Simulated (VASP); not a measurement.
Set up this calculation in VASP 6.6.1, as the native input.

```yaml
Task: single point
Functional: PBE
Potentials_or_basis: VASP PAW PBE potentials, release 64 (B, P)
Cutoff: 520 eV
k_mesh: 10 × 10 × 10
Occupations: gaussian, width 0.05 eV
Spin: no spin polarisation
Dipole_correction: no
Further_INCAR_settings: ALGO = Normal; EDIFF = 1e-07; NBANDS = 11
```

The structure of BP lies in POSCAR:

```
BP
1.0
    0.0000000000      2.2690000000      2.0874800000
    2.2690000000      0.0000000000      2.0874800000
    2.2690000000      2.2690000000      0.0000000000
B P
1 1
Direct
    0.0000000000      0.0000000000      0.0000000000
    0.7500000000      0.7500000000      0.7500000000
```

This cell differs from its parent crystal: strain +0.000 along x and y, -0.080 along z.

These files were run (other wordings do the same):

INCAR

```
SYSTEM = BP
  PREC = Accurate
  ENCUT = 520
  EDIFF = 1E-7
  ISMEAR = 0
  SIGMA = 0.05
  LREAL = .FALSE.
  LASPH = .TRUE.
  NELM = 100
  ALGO = Normal
  ISIF = 2
  LWAVE = .FALSE.
  LCHARG = .FALSE.
  GGA = PE
  NBANDS = 11
```

KPOINTS

```
Automatic mesh
0
G
  10 10 10
  0 0 0
```

Potentials or basis: VASP PAW PBE potentials, release 64 (B, P).

Command:

```console
$ cat potpaw_PBE.64/B/POTCAR potpaw_PBE.64/P/POTCAR > POTCAR
$ mpirun -np 1 vasp_std > vasp.out
```

It gave:

```json
{
 "Pressure": "16.7 GPa",
 "Band gap on the k mesh": "zero (band 4 reaches 8.98 eV, above the bottom of band 5 at 8.84 eV)"
}
```

Caveat: the cell differs from its parent crystal (strain +0.000 along x and y, -0.080 along z).

It used 13 s of CPU time on 1 thread of Intel(R) Xeon(R) Platinum 8259CL CPU @ 2.50GHz (Skylake/Cascade Lake), with other jobs on the host.
